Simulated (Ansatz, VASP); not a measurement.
# Two plane-wave programs on KTaO3

```
CELL_PARAMETERS angstrom
3.94988 0.00000 0.00000
0.00000 3.94988 0.00000
0.00000 0.00000 3.94988
ATOMIC_POSITIONS crystal
K 0.50000 0.50000 0.50000
Ta 0.00000 0.00000 0.00000
O 0.50000 0.00000 0.00000
O 0.00000 0.50000 0.00000
O 0.00000 0.00000 0.50000
```

Alike in both runs: task single point; functional r2SCAN; k mesh 6 × 6 × 6; occupations gaussian, width 0.02 eV; no spin polarisation.

```csv
,VASP,Ansatz
version,VASP 6.6.1,Ansatz 0.2.0
potentials or method,"VASP PAW PBE potentials, release 64 (K_sv, Ta_pv, O), cutoff 520 eV","scalar-relativistic, plane waves, PAW"
valence electrons in the cell,38,40
```

|  | VASP | Ansatz | Ansatz less VASP |
| --- | --- | --- | --- |
| gap on the k mesh at the Fermi level (eV) | 2.67 | 2.70 | +0.033 |
| least direct gap on the mesh (eV) | 3.31 | 3.33 | +0.016 |
| pressure (GPa) | 7.9 | 6.8 | -1.08 |

VASP's potentials were made for PBE, not for r2SCAN. The functional is the same, so the differences come from potentials, cutoffs and numerics. VASP's potentials hold 38 valence electrons a cell and Ansatz's 40, so a difference there can come from the potentials and not from the codes.

Neither program's run includes spin-orbit coupling.
